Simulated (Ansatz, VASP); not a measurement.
## MgF2 in VASP and in Ansatz

```
Mg F
1.0
     4.62202    0.00000    0.00000
     0.00000    4.62202    0.00000
     0.00000    0.00000    3.04611
Mg F
2 4
Direct
  0.00000 0.00000 0.00000
  0.50000 0.50000 0.50000
  0.30295 0.30295 0.00000
  0.19705 0.80295 0.50000
  0.69705 0.69705 0.00000
  0.80295 0.19705 0.50000
```

Alike in both runs: task single point; functional PBE; k mesh 6 × 6 × 8; no spin polarisation.

|  | VASP | Ansatz |
| --- | --- | --- |
| version | VASP 6.6.1 | Ansatz 0.2.0 |
| potentials or method | VASP PAW PBE potentials, release 64 (Mg, F) | plane waves, PAW |
| plane-wave cutoff (eV) | 600 | 420 |
| occupations | gaussian, width 0.01 eV | fixed |
| valence electrons in the cell | 32 | 48 |

```csv
,VASP,Ansatz,Ansatz less VASP
gap on the k mesh at the Fermi level (eV),7.12,7.16,+0.038
pressure (GPa),3.9,4.9,+1.07
"traceless stress, the component that is largest in VASP (GPa)",0.28,0.34,+0.060
rms of the force components (eV/Å),0.012,0.013,+0.0007
```

Atom by atom the forces differ by 0.001 eV/Å (rms over components). VASP's potentials hold 32 valence electrons a cell and Ansatz's 48, so a difference there can come from the potentials and not from the codes.
